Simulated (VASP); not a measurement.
Wanted: the native input for a VASP 6.6.1 run.

```
Task                   : single point
Functional             : r2SCAN
Potentials or basis    : VASP PAW PBE potentials, release 64 (K_sv, Br)
Cutoff                 : 520 eV
k mesh                 : 6 × 6 × 2
Occupations            : fermi-dirac, width 0.086 eV
Spin                   : no spin polarisation
Dipole correction      : no
Further INCAR settings : ALGO = Normal; EDIFF = 1e-06; NBANDS = 24
```

KBr:

```
K Br
1.0
     5.61858    0.00000    0.00000
    -2.80929    4.86583    0.00000
     0.00000    0.00000    6.55383
K Br
2 2
Direct
  0.32065 0.66312 0.94442
  0.67642 0.34719 0.44184
  0.33744 0.66058 0.43419
  0.66399 0.33438 0.93530
```

These files were run (other wordings do the same):

POSCAR

```
KBr
1.0
    5.6185814203      0.0000000000      0.0000000000
   -2.8092907101      4.8658342432      0.0000000000
    0.0000000000      0.0000000000      6.5538299466
K Br
2 2
Direct
    0.3206458018      0.6631191773     -0.0555775788
    0.6764179043      0.3471897964      0.4418376771
    0.3374441687      0.6605804553      0.4341906981
    0.6639926864      0.3343751387      0.9352995195
```

INCAR.step1

```
  PREC = Accurate
  ENCUT = 520
  ISMEAR = -1
  SIGMA = 0.086
  LREAL = False
  LASPH = True
  NELM = 100
  NBANDS = 24
  GGA = PE
  ALGO = Normal
  EDIFF = 1E-4
  LWAVE = True
  LCHARG = False
```

INCAR.step2

```
  PREC = Accurate
  ENCUT = 520
  EDIFF = 1E-6
  ISMEAR = -1
  SIGMA = 0.086
  LREAL = False
  LASPH = True
  NELM = 100
  ALGO = Normal
  ISIF = 2
  LWAVE = False
  LCHARG = True
  METAGGA = R2SCAN
  LMIXTAU = True
  LELF = True
  LVHAR = True
  NBANDS = 24
  ISTART = 1
```

KPOINTS

```
Automatic mesh
0
Gamma
  6 6 2
```

Potentials or basis: VASP PAW PBE potentials, release 64 (K_sv, Br).

The run is started by

```bash
$ cat potpaw_PBE.64/K_sv/POTCAR potpaw_PBE.64/Br/POTCAR > POTCAR
$ cp INCAR.step1 INCAR
$ mpirun -np 1 vasp_std > vasp.out
$ cp INCAR.step2 INCAR
$ mpirun -np 1 vasp_std > vasp.out
```

Results of the run:

The pressure is 0.1 GPa. The largest force is 0.160 eV/Å. The band gap on the k mesh is 4.76 eV, direct.

Caveat: the k points lie up to 0.48 Å⁻¹ apart; the PAW data sets were made with another functional, which shifts forces and pressure a little.

Wall time 11 min on 1 thread of Intel Xeon 6975P-C (shared host), peak memory 0.4 GiB.
